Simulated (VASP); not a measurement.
# Zr (a cell with a defect) in VASP: single point with PBE

Aim: the single point of Zr (a cell with a defect) with PBE.

Program: VASP 6.6.1. These are calculated values, not measurements. Logs are shortened: lines on timing, memory, paths and dates and some standing lists are left out, and cuts for length are marked.

### Step 1. The cell of the first run

The cell holds a defect, 15 atoms: a = 6.445 Å, b = 6.445 Å, c = 10.264 Å, α = 90.00°, β = 90.00°, γ = 60.00°.

### Step 2. Single point, PBE

Contents of INCAR:

```
PREC     = Accurate       # precision mode
ENCUT    = 520            # plane-wave cutoff, eV
EDIFF    = 1E-6           # SCF threshold, eV
ISMEAR   = 0              # smearing method
SIGMA    = 0.1            # smearing width, eV
LREAL    = Auto         
LASPH    = True           # aspherical terms in the spheres
NELM     = 60             # most SCF steps
ALGO     = Normal         # electronic algorithm
ISIF     = 2              # what is computed and relaxed
LWAVE    = False          # write WAVECAR
LCHARG   = False          # write CHGCAR
GGA      = PE             # functional
NBANDS   = 103            # bands
```

Contents of KPOINTS:

```
regular mesh
0
Gamma
  3 3 2
```

Contents of POSCAR:

```
Zr
1.0
    3.2226450900      5.5817850400      0.0000000000
   -3.2226450900      5.5817850400      0.0000000000
    0.0000000000      0.0000000000     10.2642120000
Zr
15
Direct
    0.1673141727      0.1654815166      0.1292483047
    0.3455734118      0.3273951767      0.3744895370
    0.3276490428      0.3365488748      0.8744769691
    0.1673628177      0.6680692110      0.1295442845
    0.1679534514      1.1647942174      0.6194955833
    0.1678495459      0.6675294532      0.6197722728
    0.3332132094      0.8337591755      0.8745620219
    0.6665924491      0.1671275825      0.1232515462
    0.8280214714      0.3275574256      0.3745498437
    0.6671697869      0.1664671172      0.6259025047
    0.8358969943      0.3365342178      0.8745060020
    0.6644294604      0.6681177350      0.1297046476
    0.8282114425      0.8448766347      0.3746983207
    0.6650753881      0.6675683713      0.6196424041
    0.8358746733      0.8282678785      0.8747346606
```

Potentials or basis: VASP PAW PBE potentials, release 64 (Zr_sv).

Command:

```bash
$ cat potpaw_PBE.64/Zr_sv/POTCAR > POTCAR
$ mpirun -np 1 vasp_std > vasp.out
```

OUTCAR:

```text
PREC = Accurate
   ENCUT = 520
   EDIFF = 1E-6
   ISMEAR = 0
   LREAL = Auto
   LASPH = True
   NELM = 60
   ISIF = 2
   GGA = PE

 ion  position               nearest neighbor table
   1  0.167  0.165  0.129-   9 3.15   2 3.15  11 3.20   3 3.20   7 3.20  12 3.20   4 3.21   8 3.22
                             8 3.22   4 3.24  12 3.24
   2  0.346  0.327  0.374-   9 3.11  13 3.11   8 3.14  10 3.14   5 3.15   4 3.15   1 3.15   6 3.15
                            13 3.33   9 3.34
   3  0.328  0.337  0.874-  15 3.17  11 3.17   8 3.18  10 3.18   6 3.20   1 3.20   5 3.21   4 3.21
                             7 3.22   7 3.22  11 3.28  15 3.28
   4  0.167  0.668  0.130-  13 3.15   2 3.15  12 3.20  15 3.20   7 3.21   1 3.21   3 3.21   8 3.22
                             8 3.22   1 3.24  12 3.24
   5  0.168  0.165  0.619-   9 3.15   2 3.15  14 3.20   7 3.20   3 3.21   6 3.21  11 3.21  10 3.22
                            10 3.22   6 3.24  14 3.24
   6  0.168  0.668  0.620-  13 3.15   2 3.15   3 3.20   7 3.20  14 3.20   5 3.21  15 3.21  10 3.22
                            10 3.22   5 3.24  14 3.24
   7  0.333  0.834  0.875-   1 3.20   6 3.20   5 3.20   4 3.21  12 3.21  14 3.21  15 3.22  11 3.22
                             3 3.22   3 3.22  11 3.22  15 3.22
   8  0.667  0.167  0.123-   2 3.14   9 3.14  13 3.15  15 3.18  11 3.18   3 3.18   1 3.22   4 3.22
                            12 3.22   4 3.22   1 3.22  12 3.22
   9  0.828  0.328  0.375-   2 3.11  13 3.11   8 3.14  10 3.14   5 3.15   1 3.15  12 3.15  14 3.15
                            13 3.33   2 3.34
  10  0.667  0.166  0.626-  13 3.14   2 3.14   9 3.14  15 3.18  11 3.18   3 3.18   6 3.22  14 3.22
                             5 3.22  14 3.22   5 3.22   6 3.22
  11  0.836  0.337  0.875-  15 3.17   3 3.17  10 3.18   8 3.18  14 3.20   1 3.20   5 3.21  12 3.21
                             7 3.22   7 3.22   3 3.28  15 3.28
  12  0.664  0.668  0.130-   9 3.15  13 3.15   4 3.20   1 3.20  15 3.21   7 3.21  11 3.21   8 3.22
                             8 3.22   1 3.24   4 3.24
  13  0.828  0.845  0.375-   2 3.11   9 3.11  10 3.14   8 3.15   4 3.15   6 3.15  14 3.15  12 3.15
                             9 3.33   2 3.33
  14  0.665  0.668  0.620-   9 3.15  13 3.15  11 3.20   5 3.20   6 3.20   7 3.21  15 3.21  10 3.22
                            10 3.22   6 3.24   5 3.24
  15  0.836  0.828  0.875-  11 3.17   3 3.17   8 3.18  10 3.18   4 3.20  12 3.21  14 3.21   6 3.21
                             7 3.22   7 3.22   3 3.28  11 3.28

  LATTYP: Found a hexagonal cell.
 ALAT       =     6.4452901881
 C/A-ratio  =     1.5925135565

  Lattice vectors:

 A1 = (   3.2226450900,  -5.5817850400,   0.0000000000)
 A2 = (   3.2226450900,   5.5817850400,   0.0000000000)
 A3 = (   0.0000000000,   0.0000000000,  10.2642120000)

Analysis of symmetry for initial positions (statically):
=====================================================================
[... 158 lines left out ...]
  Thomas-Fermi vector in A             =   2.420359
   LORBIT       =      0    0 simple, 1 ext, 2 COOP (PROOUT), +10 PAW based schemes
   GGA     = PE    functional components
   LHFCALC =     F    Hartree Fock is set to
   AEXX    =    0.0000 exact exchange contribution
   IVDW    =     0    specifies the selected vdW correction
   LEPSILON=     F    determine dielectric tensor
   LRPA    =     F    only Hartree local field effects (RPA)
 non-spin polarized calculation
 Gauss-broadening in eV      SIGMA  =   0.10
  energy-cutoff  :      520.00
  volume of cell :      369.27
 maximum number of plane-waves:      9990
   NGX = 23   NGY = 23   NGZ = 39

 number of electron     180.0000001 magnetization

 Free energy of the ion-electron system (eV)
  ---------------------------------------------------
  ext. energy  EPLUGINS =         0.00000000
  ---------------------------------------------------
  free energy    TOTEN  =      -125.79400979 eV

  energy without entropy =     -125.72955413  energy(sigma->0) =     -125.76178196

 E-fermi :   8.2416     XC(G=0): -10.7695

 val. band max:        8.2305597908   @ k =   0.0000   0.0000   0.0000
 cond. band min:       8.2618361096   @ k =   0.3333  -0.0000   0.0000
 fundamental gap:      0.0312763187
 Fermi energy:         8.2415965329

 k-point     1 :       0.0000    0.0000    0.0000
  band No.  band energies     occupation
      1     -40.5732      2.00000
      2     -40.5340      2.00000
      3     -40.4710      2.00000
      4     -40.4677      2.00000
      5     -40.4667      2.00000
      6     -40.4620      2.00000
[... 1039 lines left out ...]
    101       8.9475      0.00000
    102       8.9538      0.00000
 [bands above 102 left out]

------------------------ aborting loop because EDIFF is reached ----------------------------------------

  FORCE on cell =-STRESS in cart. coord.  units (eV):
  Direction    XX          YY          ZZ          XY          YZ          ZX
  --------------------------------------------------------------------------------------
  -------------------------------------------------------------------------------------
  Total       -2.8231749     -2.8336332     -4.9425075      0.0003585     -0.0043403      0.0134935
  in kB      -12.2491844    -12.2945606    -21.4445395      0.0015554     -0.0188319      0.0585456
  external PRESSURE =     -15.3294282 kB  Pullay stress =       0.0000000 kB

 VOLUME and BASIS-vectors are now :
 -----------------------------------------------------------------------------
  energy-cutoff  :      520.00
  volume of cell :      369.27
      direct lattice vectors                 reciprocal lattice vectors
     3.222645090  5.581785040  0.000000000     0.155152052  0.089577079  0.000000000
    -3.222645090  5.581785040  0.000000000    -0.155152052  0.089577079  0.000000000
     0.000000000  0.000000000 10.264212000     0.000000000  0.000000000  0.097425891

 POSITION                                       TOTAL-FORCE (eV/Angst)
 -----------------------------------------------------------------------------------
      0.00591      1.85759      1.32663         0.002062      0.000262      0.004936
      0.05858      3.75637      3.84384        -0.006390     -0.002326      0.002900
     -0.02868      3.70741      8.97582         0.008410      0.003607      0.001046
     -1.61360      4.66320      1.32967         0.003315      0.000592     -0.001620
      0.01018      1.85733      6.35863        -0.001402     -0.001043      0.002145
     -1.61029      4.66291      6.36147         0.001772      0.000193     -0.003244
     -1.61308      6.51379      8.97669         0.000700     -0.000567      0.001823
      1.60960      4.65365      1.26508        -0.000282     -0.000498     -0.002921
      1.61282      6.45019      3.84446        -0.000361      0.001712     -0.000478
      1.61359      4.65318      6.42440        -0.004422      0.000162      0.003501
      1.60927      6.54426      8.97611         0.000082     -0.005032      0.000551
     -0.01189      7.43799      1.33132         0.001332      0.003626     -0.003052
     -0.05371      9.33882      3.84598        -0.001952     -0.004750     -0.003635
     -0.00803      7.43853      6.36014         0.000329      0.002015      0.000809
      0.02451      9.28889      8.97846        -0.003193      0.002049     -0.002761
 -----------------------------------------------------------------------------------
    total drift:                               -0.001659      0.001336      0.001790

  FREE ENERGIE OF THE ION-ELECTRON SYSTEM (eV)
  ---------------------------------------------------
  free  energy   TOTEN  =      -125.7940097862 eV

  energy  without entropy=     -125.7295541338  energy(sigma->0) =     -125.76178196
```

OSZICAR:

```text
N       E                     dE             d eps       ncg     rms          rms(c)
DAV:   1     0.213948340786E+04    0.21395E+04   -0.94983E+04  2060   0.174E+03
DAV:   2     0.803924749877E+02   -0.20591E+04   -0.20189E+04  2274   0.538E+02
DAV:   3    -0.102490567310E+03   -0.18288E+03   -0.17700E+03  3272   0.115E+02
DAV:   4    -0.128865680700E+03   -0.26375E+02   -0.26000E+02  3224   0.373E+01
DAV:   5    -0.131371129988E+03   -0.25054E+01   -0.24897E+01  2896   0.928E+00    0.379E+01
DAV:   6    -0.126813569271E+03    0.45576E+01   -0.13559E+01  2784   0.132E+01    0.150E+01
DAV:   7    -0.127323439994E+03   -0.50987E+00   -0.14660E+01  2952   0.119E+01    0.656E+00
DAV:   8    -0.125725717969E+03    0.15977E+01   -0.85144E+00  2792   0.707E+00    0.297E+00
DAV:   9    -0.125785109743E+03   -0.59392E-01   -0.11853E+00  2872   0.292E+00    0.249E+00
DAV:  10    -0.125796974573E+03   -0.11865E-01   -0.25298E-01  2696   0.212E+00    0.689E-01
DAV:  11    -0.125796608581E+03    0.36599E-03   -0.80910E-02  2832   0.119E+00    0.273E-01
DAV:  12    -0.125794138089E+03    0.24705E-02   -0.15678E-02  2736   0.520E-01    0.123E-01
DAV:  13    -0.125794117454E+03    0.20635E-04   -0.20553E-03  2872   0.144E-01    0.790E-02
DAV:  14    -0.125794013508E+03    0.10395E-03   -0.41278E-04  2864   0.808E-02    0.415E-02
DAV:  15    -0.125794007197E+03    0.63112E-05   -0.10128E-04  2848   0.388E-02    0.211E-02
DAV:  16    -0.125794010091E+03   -0.28944E-05   -0.32761E-05  2840   0.226E-02    0.603E-03
DAV:  17    -0.125794009786E+03    0.30498E-06   -0.71230E-06  2208   0.111E-02
   1 F= -.12579401E+03 E0= -.12576178E+03  d E =-.644557E-01
```

stdout:

```text
POSCAR found type information on POSCAR Zr
 POSCAR found :  1 types and      15 ions
 scaLAPACK will be used
 LDA part: xc-table for (Slater+PW92), standard interpolation
 POSCAR, INCAR and KPOINTS ok, starting setup
 FFT: planning ... GRIDC
 FFT: planning ... GRID_SOFT
 FFT: planning ... GRID
 WAVECAR not read
 entering main loop
```

Wall time 22 min (1 thread of Intel Xeon 8259CL, shared host); peak memory 0.56 GiB.

What came out:

| Property | Result |
| --- | --- |
| Free energy | -125.7940 eV |
| Pressure | -1.5 GPa |
| Largest force | 0.009 eV/Å |
| Band gap on the k mesh | zero (bands 90 and 91 overlap by 0.95 eV) |

Forces on the atoms (eV/Å):
```
Zr   0.002  0.000  0.005
Zr  -0.006 -0.002  0.003
Zr   0.008  0.004  0.001
Zr   0.003  0.001 -0.002
Zr  -0.001 -0.001  0.002
Zr   0.002  0.000 -0.003
Zr   0.001 -0.001  0.002
Zr   0.000  0.000 -0.003
Zr   0.000  0.002  0.000
Zr  -0.004  0.000  0.004
Zr   0.000 -0.005  0.001
Zr   0.001  0.004 -0.003
Zr  -0.002 -0.005 -0.004
Zr   0.000  0.002  0.001
Zr  -0.003  0.002 -0.003
```

Caveat: the k points lie up to 0.38 Å⁻¹ apart, too coarse for converged energies and pressures of a metal.

The gap in the log of VASP goes by the Fermi energy; the results here count the filled bands.